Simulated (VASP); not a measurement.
# Al (I4/mmm) in VASP: notebook

Runs on Al. Level: PBE. Tasks: single point.

Everything below comes from runs of VASP 6.6.1. Logs are shortened: lines on timing, memory, paths and dates and some standing lists are left out, and cuts for length are marked.

## (1) The cell of the first run

Symmetry: I4/mmm, No. 139, tetragonal system. The conventional cell has a = 2.902 Å, b = 2.902 Å, c = 3.913 Å, α = 90.00°, β = 90.00°, γ = 90.00°. Al (site symmetry 4/mmm) has 12 Al at 2.84 to 2.90 Å within 3.7 Å.

## (2) Single point, PBE (volume 16.476 Å^3 an atom, c/a of the conventional cell 1.3484)

INCAR reads:

```
  PREC = Accurate
  ENCUT = 520
  EDIFF = 1E-6
  ISMEAR = 0
  SIGMA = 0.15
  LREAL = False
  LASPH = True
  NELM = 80
  ALGO = Normal
  ISIF = 2
  LWAVE = False
  LCHARG = False
  GGA = PE
  NBANDS = 8
```

KPOINTS reads:

```
regular mesh
0
Gamma
  22 22 22
```

POSCAR reads:

```
Al
1.0
   -1.4509674928      1.4509674928      1.9564845673
    1.4509674928     -1.4509674928      1.9564845673
    1.4509674928      1.4509674928     -1.9564845673
Al
1
Direct
    0.0000000000      0.0000000000      0.0000000000
```

Potentials or basis: VASP PAW PBE potentials, release 64 (Al).

Started as:

```
$ cat potpaw_PBE.64/Al/POTCAR > POTCAR
$ mpirun -np 1 vasp_std > vasp.out
```

OUTCAR:

```text
PREC = Accurate
   ENCUT = 520
   EDIFF = 1E-6
   ISMEAR = 0
   LREAL = False
   LASPH = True
   NELM = 80
   ISIF = 2
   GGA = PE

 ion  position               nearest neighbor table
   1  0.000  0.000  0.000-

  LATTYP: Found a body centered tetragonal cell.
 ALAT       =     2.9019349856
 C/A-ratio  =     1.3484000000

  Lattice vectors:

 A1 = (  -1.4509674928,   1.4509674928,   1.9564845673)
 A2 = (   1.4509674928,  -1.4509674928,   1.9564845673)
 A3 = (   1.4509674928,   1.4509674928,  -1.9564845673)

Analysis of symmetry for initial positions (statically):
=====================================================================
 Subroutine PRICEL returns:
 Original cell was already a primitive cell.

 Routine SETGRP: Setting up the symmetry group for a
 body centered tetragonal supercell.

 Subroutine GETGRP returns: Found 16 space group operations
 (whereof 16 operations were pure point group operations)
 out of a pool of 16 trial point group operations.

The static configuration has the point symmetry D_4h.

Analysis of symmetry for dynamics (positions and initial velocities):
=====================================================================
 Subroutine PRICEL returns:
 Original cell was already a primitive cell.

 Routine SETGRP: Setting up the symmetry group for a
 body centered tetragonal supercell.

 Subroutine GETGRP returns: Found 16 space group operations
 (whereof 16 operations were pure point group operations)
 out of a pool of 16 trial point group operations.

The dynamic configuration has the point symmetry D_4h.

 Subroutine INISYM returns: Found 16 space group operations
 (whereof 16 operations are pure point group operations),
 and found     1 'primitive' translations

----------------------------------------------------------------------------------------

                                     Primitive cell

  volume of cell :      16.4760

  direct lattice vectors                    reciprocal lattice vectors
    -1.450967493  1.450967493  1.956484567     0.000000000  0.344597658  0.255560411
     1.450967493 -1.450967493  1.956484567     0.344597658  0.000000000  0.255560411
     1.450967493  1.450967493 -1.956484567     0.344597658  0.344597658  0.000000000

  length of vectors
     2.835215193  2.835215193  2.835215193     0.429020593  0.429020593  0.487334682

  position of ions in fractional coordinates (direct lattice)
     0.000000000  0.000000000  0.000000000

  ion indices of the primitive-cell ions
   primitive index   ion index
                 1           1

----------------------------------------------------------------------------------------

 KPOINTS: regular mesh

Automatic generation of k-mesh.
 Grid dimensions read from file:
 generate k-points for:   22   22   22

 Generating k-lattice:

  Cartesian coordinates                     Fractional coordinates (reciprocal lattice)
     0.000000000  0.015663530  0.011616382     0.045454545 -0.000000000  0.000000000
     0.015663530  0.000000000  0.011616382    -0.000000000  0.045454545  0.000000000
     0.015663530  0.015663530  0.000000000     0.000000000  0.000000000  0.045454545

  Length of vectors
     0.019500936  0.019500936  0.022151576

  Shift w.r.t. Gamma in fractional coordinates (k-lattice)
     0.000000000  0.000000000  0.000000000

 Subroutine IBZKPT returns following result:
 ===========================================

 Found    834 irreducible k-points:

 Following reciprocal coordinates:
            Coordinates               Weight
  0.000000  0.000000  0.000000      1.000000
  0.045455  0.000000  0.000000      8.000000
  0.090909  0.000000  0.000000      8.000000
  0.136364 -0.000000  0.000000      8.000000
  0.181818 -0.000000  0.000000      8.000000
  0.227273 -0.000000  0.000000      8.000000
[... 16 lines left out ...]
  0.500000  0.045455  0.000000     16.000000
 -0.454545  0.045455 -0.000000     16.000000
 [... further k-points ...]
   k-points           NKPTS =    834   k-points in BZ     NKDIM =    834   number of bands    NBANDS=      8
   number of dos      NEDOS =    301   number of ions     NIONS =      1
   total plane-waves  NPLWV =  13824
   dimension x,y,z NGX =    24 NGY =   24 NGZ =   24
   dimension x,y,z NGXF=    48 NGYF=   48 NGZF=   48
   ions per type =               1
   NGX,Y,Z   is equivalent  to a cutoff of  14.07, 14.07, 14.07 a.u.
   NGXF,Y,Z  is equivalent  to a cutoff of  28.15, 28.15, 28.15 a.u.
 SYSTEM =  unknown system
   PREC   = accura    normal or accurate (medium, high low for compatibility)
   ISTART =      0    job   : 0-new  1-cont  2-samecut
   ICHARG =      2    charge: 1-file 2-atom 10-const
   ISPIN  =      1    spin polarized calculation?
   LNONCOLLINEAR =      F non collinear calculations
   LSORBIT =      F    spin-orbit coupling
   LASPH  =      T    aspherical Exc in radial PAW
   ENCUT  =  520.0 eV  38.22 Ry    6.18 a.u.   5.27  5.27  5.27*2*pi/ulx,y,z
   NELM   =     80;   NELMIN=  2; NELMDL= -5     # of ELM steps
   EDIFF  = 0.1E-05   stopping-criterion for ELM
   LREAL  =      F    real-space projection
   EDIFFG = 0.1E-04   stopping-criterion for IOM
   NSW    =      0    number of steps for IOM
   IBRION =     -1    ionic relax: 0-MD 1-quasi-New 2-CG
   NFREE  =      0    steps in history (QN), initial steepest desc. (CG)
   ISIF   =      2    stress and relaxation
   ISYM   =      2    0-nonsym 1-usesym 2-fastsym
   POTIM  = 0.5000    time-step for ionic-motion
   TEBEG  =    0.0;   TEEND  =   0.0 temperature during run
   PSTRESS=    0.0 pullay stress
   NELECT =       3.0000    total number of electrons
   NUPDOWN=      -1.0000    fix difference up-down
   EMIN   =  10.00;   EMAX   =-10.00  energy-range for DOS
   EFERMI =   0.00;   METHOD = LEGACY
   ISMEAR =     0;   SIGMA  =   0.15  broadening in eV -4-tet -1-fermi 0-gaus
   EFERMI_NEDOS =   21; number of points for ismear=-14 and -15
   IALGO  =     38    algorithm
   IMIX   =      4    mixing-type and parameters
     AMIX     =   0.40;   BMIX     =  1.00
     AMIX_MAG =   1.60;   BMIX_MAG =  1.00
  volume/ion in A,a.u.               =      16.48       111.19
  Fermi-wavevector in a.u.,A,eV,Ry     =   0.927893  1.753464 11.714423  0.860986
  Thomas-Fermi vector in A             =   2.054012
   LORBIT       =      0    0 simple, 1 ext, 2 COOP (PROOUT), +10 PAW based schemes
   GGA     = PE    functional components
   LHFCALC =     F    Hartree Fock is set to
   AEXX    =    0.0000 exact exchange contribution
   IVDW    =     0    specifies the selected vdW correction
   LEPSILON=     F    determine dielectric tensor
   LRPA    =     F    only Hartree local field effects (RPA)
 non-spin polarized calculation
 Gauss-broadening in eV      SIGMA  =   0.15
  energy-cutoff  :      520.00
  volume of cell :       16.48
 maximum number of plane-waves:       458
 NGX is ok and might be reduce to    24
   NGX = 11   NGY = 11   NGZ = 11

 number of electron       3.0000000 magnetization

 Free energy of the ion-electron system (eV)
  ---------------------------------------------------
  ext. energy  EPLUGINS =         0.00000000
  ---------------------------------------------------
  free energy    TOTEN  =        -3.74472533 eV

  energy without entropy =       -3.74052046  energy(sigma->0) =       -3.74262289

 E-fermi :   8.0176     XC(G=0): -10.2019

 val. band max:        8.0097080837   @ k =   0.3182   0.3182   0.0455
 cond. band min:       8.0193565943   @ k =  -0.4091   0.1364   0.0000
 fundamental gap:      0.0096485105
 Fermi energy:         8.0175519281

 k-point     1 :       0.0000    0.0000    0.0000
  band No.  band energies     occupation
      1      -3.1290      2.00000
      2      20.5026      0.00000
      3      20.5026      0.00000
      4      21.0100      0.00000
      5      22.0568      0.00000
      6      22.2134      0.00000
      7      22.2134      0.00000
      8      24.5276      0.00000

 k-point     2 :       0.0455    0.0000    0.0000
  band No.  band energies     occupation
      1      -3.0728      2.00000
      2      19.4977      0.00000
      3      20.2751      0.00000
      4      20.6463      0.00000
      5      22.3914      0.00000
      6      22.5231      0.00000
      7      22.6895      0.00000
      8      25.1328      0.00000

 k-point     3 :       0.0909    0.0000    0.0000
  band No.  band energies     occupation
      1      -2.9040      2.00000
      2      17.7340      0.00000
      3      19.8384      0.00000
      4      20.2248      0.00000
      5      22.8111      0.00000
      6      23.0916      0.00000
      7      23.1791      0.00000
      8      25.4858      0.00000

 k-point     4 :       0.1364   -0.0000    0.0000
  band No.  band energies     occupation
      1      -2.6232      2.00000
      2      15.8940      0.00000
      3      19.4040      0.00000
      4      19.8466      0.00000
      5      22.7428      0.00000
      6      23.6957      0.00000
      7      23.8319      0.00000
      8      24.9520      0.00000

 k-point     5 :       0.1818   -0.0000    0.0000
  band No.  band energies     occupation
      1      -2.2311      2.00000
      2      14.0799      0.00000
      3      19.0321      0.00000
      4      19.5421      0.00000
      5      22.6046      0.00000
      6      23.2302      0.00000
      7      24.2525      0.00000
      8      25.4548      0.00000
[... 177 lines left out ...]
 k-point    22 :       0.4545    0.0455    0.0000
  band No.  band energies     occupation
      1       2.8270      2.00000
      2       4.3720      2.00000
      3      17.5075      0.00000
      4      18.7721      0.00000
      5      20.3470      0.00000
      6      20.4464      0.00000
      7      23.7726      0.00000
      8      23.9369      0.00000

 k-point    23 :       0.5000    0.0455    0.0000
  band No.  band energies     occupation
      1       3.1503      2.00000
      2       4.0200      2.00000
      3      17.8117      0.00000
      4      18.4303      0.00000
      5      20.0147      0.00000
      6      20.7031      0.00000
      7      23.5108      0.00000
      8      24.2298      0.00000

 k-point    24 :      -0.4545    0.0455   -0.0000
  band No.  band energies     occupation
      1       2.0618      2.00000
      2       5.2772      2.00000
      3      18.1714      0.00000
      4      18.2227      0.00000
      5      19.6994      0.00000
      6      21.1290      0.00000
      7      23.1992      0.00000
      8      24.7635      0.00000

 [... further k-points ...]
[... 5 lines left out ...]
  --------------------------------------------------------------------------------------
  -------------------------------------------------------------------------------------
  Total       -0.0741379     -0.0741379      0.2105913      0.0000000      0.0000000      0.0000000
  in kB       -7.2093999     -7.2093999     20.4785548      0.0000000      0.0000000      0.0000000
  external PRESSURE =       2.0199183 kB  Pullay stress =       0.0000000 kB

 VOLUME and BASIS-vectors are now :
 -----------------------------------------------------------------------------
  energy-cutoff  :      520.00
  volume of cell :       16.48
      direct lattice vectors                 reciprocal lattice vectors
    -1.450967493  1.450967493  1.956484567     0.000000000  0.344597658  0.255560411
     1.450967493 -1.450967493  1.956484567     0.344597658  0.000000000  0.255560411
     1.450967493  1.450967493 -1.956484567     0.344597658  0.344597658  0.000000000

 POSITION                                       TOTAL-FORCE (eV/Angst)
 -----------------------------------------------------------------------------------
      0.00000      0.00000      0.00000         0.000000      0.000000     -0.000000
 -----------------------------------------------------------------------------------
    total drift:                                0.000000      0.000000      0.000000

  FREE ENERGIE OF THE ION-ELECTRON SYSTEM (eV)
  ---------------------------------------------------
  free  energy   TOTEN  =        -3.7447253302 eV

  energy  without entropy=       -3.7405204568  energy(sigma->0) =       -3.74262289
```

Run time: 38 s. Hardware: 1 thread of Intel Xeon Platinum 8488C (Sapphire Rapids), shared host; peak memory 0.2 GiB.

Results:

```
Free energy : -3.7447 eV
Pressure    : 0.2 GPa
```

## (3) Single point, PBE (volume 16.476 Å^3 an atom, c/a of the conventional cell 1.1612)

INCAR reads:

```
ALGO     = Normal         # electronic algorithm
EDIFF    = 1E-6           # SCF threshold, eV
ENCUT    = 520            # plane-wave cutoff, eV
GGA      = PE             # functional
ISIF     = 2              # what is computed and relaxed
ISMEAR   = 0              # smearing method
LASPH    = True           # aspherical terms in the spheres
LCHARG   = False          # write CHGCAR
LREAL    = False          # projectors in reciprocal space
LWAVE    = False          # write WAVECAR
NBANDS   = 8              # bands
NELM     = 100            # most SCF steps
PREC     = Accurate       # precision mode
SIGMA    = 0.15           # smearing width, eV
```

KPOINTS reads:

```
k-points
0
Gamma
  22 22 22
```

POSCAR reads:

```
Al
1.0
   -1.5250880622      1.5250880622      1.7709322578
    1.5250880622     -1.5250880622      1.7709322578
    1.5250880622      1.5250880622     -1.7709322578
Al
1
Direct
    0.0000000000      0.0000000000      0.0000000000
```

Potentials or basis: VASP PAW PBE potentials, release 64 (Al).

Started as:

```
$ cat potpaw_PBE.64/Al/POTCAR > POTCAR
$ mpirun -np 1 vasp_std > vasp.out
```

Run time: 37 s. Hardware: 1 thread of Intel Xeon Platinum 8488C (Sapphire Rapids), shared host; peak memory 0.21 GiB.

Results (log left out):

* Free energy: -3.6853 eV
* Pressure: 1.5 GPa

Stress tensor (GPa, compression positive):
```
-0.96  0.00  0.00
 0.00 -0.96  0.00
 0.00  0.00  6.47
```

Levels at points of the mesh, in eV from the Fermi level:
```csv
k point,band 1,band 2,band 3,band 4,band 5
"(0.00, 0.00, 0.00)",-11.11,12.54,12.54,14.09,14.46
"(0.50, 0.00, 0.00)",-4.48,-4.19,9.35,9.50,11.25
"(0.50, 0.50, 0.00)",-3.76,-2.88,6.57,6.67,7.85
"(0.50, 0.50, 0.50)",-0.55,1.24,3.38,3.38,3.90
```

## (4) Single point, PBE (volume 16.476 Å^3 an atom, c/a of the conventional cell 0.9280)

INCAR reads:

```
PREC     = Accurate       # precision mode
ENCUT    = 520            # plane-wave cutoff, eV
EDIFF    = 1E-6           # SCF threshold, eV
ISMEAR   = 0              # smearing method
SIGMA    = 0.15           # smearing width, eV
LREAL    = F              # projectors in reciprocal space
LASPH    = T              # aspherical terms in the spheres
NELM     = 100            # most SCF steps
ALGO     = Normal         # electronic algorithm
ISIF     = 2              # what is computed and relaxed
LWAVE    = F              # write WAVECAR
LCHARG   = F              # write CHGCAR
GGA      = PE             # functional
NBANDS   = 8              # bands
```

KPOINTS reads:

```
Automatic mesh
0
Gamma
  22 22 22
```

POSCAR reads:

```
Al
1.0
   -1.6434176185      1.6434176185      1.5250915500
    1.6434176185     -1.6434176185      1.5250915500
    1.6434176185      1.6434176185     -1.5250915500
Al
1
Direct
    0.0000000000      0.0000000000      0.0000000000
```

Started as:

```
$ cat potpaw_PBE.64/Al/POTCAR > POTCAR
$ mpirun -np 1 vasp_std > vasp.out
```

Run time: 36 s. Hardware: 1 thread of Intel Xeon Platinum 8488C (Sapphire Rapids), shared host; peak memory 0.21 GiB.

Results (log left out):

```yaml
Free_energy: -3.6560 eV
Pressure: 1.9 GPa
```

Stress tensor (GPa, compression positive):
```
2.56 0.00 0.00
0.00 2.56 0.00
0.00 0.00 0.64
```

Levels at points of the mesh, in eV from the Fermi level:
| k point | band 1 | band 2 | band 3 | band 4 | band 5 |
| --- | --- | --- | --- | --- | --- |
| (0.00, 0.00, 0.00) | -11.13 | 12.16 | 13.97 | 13.97 | 14.21 |
| (0.50, 0.00, 0.00) | -4.18 | -3.59 | 7.77 | 7.80 | 9.42 |
| (0.50, 0.50, 0.00) | -4.54 | -4.31 | 9.23 | 9.42 | 11.27 |
| (0.50, 0.50, 0.50) | 1.21 | 1.21 | 2.61 | 2.93 | 3.35 |

(Part 1 of 2 ends here.)
